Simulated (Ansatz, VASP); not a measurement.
Pb: VASP beside Ansatz

```
CELL_PARAMETERS angstrom
0.00000 2.37177 2.37177
2.37177 0.00000 2.37177
2.37177 2.37177 0.00000
ATOMIC_POSITIONS crystal
Pb 0.00000 0.00000 0.00000
```

Change from the starting cell: volume scaled by 0.88.

Alike in both runs: functional PBE; dispersion D3(BJ); k mesh 9 × 9 × 9; occupations fermi-dirac, width 0.025 eV; no spin polarisation.

```csv
,VASP,Ansatz
version,VASP 6.6.1,Ansatz 0.2.0
potentials or method,"VASP PAW PBE potentials, release 64 (Pb_d)",Ansatz PAW earlier set
plane-wave cutoff (eV),520,580
valence electrons in the cell,14,22
task,single point,electron localisation function
```

```tsv
	VASP	Ansatz	Ansatz less VASP
gap on the k mesh at the Fermi level (eV)	none	none	-
pressure (GPa)	8.3	8.4	+0.10
```

A gap of «none» marks a metal or a gap that the smearing closes. VASP's potentials hold 14 valence electrons a cell and Ansatz's 22, so a difference there can come from the potentials and not from the codes.

Spin-orbit coupling is off throughout.
